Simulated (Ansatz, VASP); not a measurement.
C in VASP and in Ansatz

Contents of POSCAR:

```
C
1.0
   -2.5019821499      2.5019821499      2.4291088834
    2.5019821499     -2.5019821499      2.4291088834
    2.5019821499      2.5019821499     -2.4291088834
C
8
Direct
    0.3254551632      0.0000000000      0.0000000000
    0.6745448368      0.6745448368      0.6745448368
    0.0000000000      0.3254551632      0.0000000000
    0.0000000000      0.0000000000      0.3254551632
    0.0000000000      0.6745448368      0.0000000000
    0.3254551632      0.3254551632      0.3254551632
    0.6745448368      0.0000000000      0.0000000000
    0.0000000000      0.0000000000      0.6745448368
```

INCAR.step1

```
PREC     = Accurate       # precision mode
ENCUT    = 520            # plane-wave cutoff, eV
ISMEAR   = 0              # smearing method
SIGMA    = 0.05           # smearing width, eV
LREAL    = F              # projectors in reciprocal space
LASPH    = T              # aspherical terms in the spheres
NELM     = 60             # most SCF steps
NBANDS   = 26             # bands
GGA      = PE             # functional
ALGO     = Normal         # electronic algorithm
EDIFF    = 1E-4           # SCF threshold, eV
LWAVE    = T              # write WAVECAR
LCHARG   = F              # write CHGCAR
```

File INCAR.step2:

```
PREC     = Accurate       # precision mode
ENCUT    = 520            # plane-wave cutoff, eV
EDIFF    = 1E-6           # SCF threshold, eV
ISMEAR   = 0              # smearing method
SIGMA    = 0.05           # smearing width, eV
LREAL    = F              # projectors in reciprocal space
LASPH    = T              # aspherical terms in the spheres
NELM     = 60             # most SCF steps
ALGO     = Normal         # electronic algorithm
ISIF     = 2              # what is computed and relaxed
LWAVE    = F              # write WAVECAR
LCHARG   = F              # write CHGCAR
METAGGA  = R2SCAN         # meta-GGA
LMIXTAU  = T            
NBANDS   = 26             # bands
ISTART   = 1
```

The input KPOINTS:

```
regular mesh
0
Gamma
  8 8 8
```

Input for Ansatz:

```yaml
crystal:
  lattice:
    - [-2.5019821499, 2.5019821499, 2.4291088834]
    - [2.5019821499, -2.5019821499, 2.4291088834]
    - [2.5019821499, 2.5019821499, -2.4291088834]
  atoms:
    - { symbol: C, position: [0.3254551632, 0.0, 0.0] }
    - { symbol: C, position: [0.6745448368, 0.6745448368, 0.6745448368] }
    - { symbol: C, position: [0.0, 0.3254551632, 0.0] }
    - { symbol: C, position: [0.0, 0.0, 0.3254551632] }
    - { symbol: C, position: [0.0, 0.6745448368, 0.0] }
    - { symbol: C, position: [0.3254551632, 0.3254551632, 0.3254551632] }
    - { symbol: C, position: [0.6745448368, 0.0, 0.0] }
    - { symbol: C, position: [0.0, 0.0, 0.6745448368] }
basis:
  ecutwfc: 500
kpoints:
  mp_grid: { grid: [8, 8, 8] }
hamiltonian:
  xc: r2scan
scf:
  occupations: { method: gaussian, width: 0.05 }
output:
  forces: true
  stress: true
  eigenvalues: true
```

Change from the starting cell: strain +0.030 along x and y, +0.000 along z, atoms carried along.

Alike in both runs: task single point; functional r2SCAN; k mesh 8 × 8 × 8; occupations gaussian, width 0.05 eV; no spin polarisation.

|  | VASP | Ansatz |
| --- | --- | --- |
| version | VASP 6.6.1 | Ansatz 0.2.0 |
| potentials or method | VASP PAW PBE potentials, release 64 (C), cutoff 520 eV | scalar-relativistic, plane waves, PAW |
| valence electrons in the cell | 32 | 32 |

|  | VASP | Ansatz | Ansatz less VASP |
| --- | --- | --- | --- |
| gap on the k mesh at the Fermi level (eV) | 2.73 | 2.74 | +0.013 |
| least direct gap on the mesh (eV) | 3.71 | 3.74 | +0.023 |
| pressure (GPa) | -16.4 | -17.1 | -0.72 |
| traceless stress, the component that is largest in VASP (GPa) | 10.01 | 9.90 | -0.111 |
| rms of the force components (eV/Å) | 0.309 | 0.311 | +0.0023 |

VASP's potentials were made for PBE, not for r2SCAN. Atom by atom the forces differ by 0.019 eV/Å (rms over components).
